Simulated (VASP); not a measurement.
Ti:

```xyz
1
Lattice="0.0000 1.9797 1.9797 1.9797 0.0000 1.9797 1.9797 1.9797 0.0000" Properties=species:S:1:pos:R:3 pbc="T T T"
Ti    0.0000    0.0000    0.0000
```

| Quantity | Value |
| --- | --- |
| Program | VASP 6.6.1 |
| Task | relaxation of cell and atoms |
| Functional | PBE |
| Potentials or basis | VASP PAW PBE potentials, release 64 (Ti_sv) |
| Cutoff | 500 eV |
| k mesh | 14 × 14 × 14 |
| Occupations | fermi-dirac, width 0.05 eV |
| Spin | no spin polarisation |

At the start: pressure 14.3 GPa; volume 15.52 Å³/atom.

Question: Where does the relaxation end?

Answer: Over 17 steps the energy falls by 74.0 meV/atom and the volume is 17.32 Å³/atom (+11.6 %); space group Fm-3m (No. 225, to 0.05 Å).

Step by step:
```
step  energy change (eV)  largest force (eV/Å)  pressure (GPa)  volume (Å³)
   1              0.0000                0.0000           14.28        15.52
   2             -0.0337                0.0000           -7.96        18.84
   3             -0.0740                0.0000           -0.08        17.33
   4             -0.0740                0.0000            0.15        17.29
   5             -0.0740                0.0000            0.15        17.29
   6             -0.0740                0.0000            0.16        17.29
   7             -0.0740                0.0000            0.14        17.29
   8             -0.0740                0.0000            0.14        17.29
   9             -0.0740                0.0000            0.14        17.29
  10             -0.0740                0.0000            0.14        17.29
  11             -0.0740                0.0000            0.14        17.29
  12             -0.0740                0.0000            0.14        17.29
  13             -0.0740                0.0000            0.14        17.29
  14             -0.0740                0.0000            0.14        17.29
  15             -0.0740                0.0000            0.14        17.30
  16             -0.0740                0.0000            0.07        17.30
  17             -0.0740                0.0000            0.01        17.32
```

Final structure:
```
CELL_PARAMETERS angstrom
0.00000 2.05337 2.05337
2.05337 0.00000 2.05337
2.05337 2.05337 0.00000
ATOMIC_POSITIONS crystal
Ti 0.00000 0.00000 0.00000
```
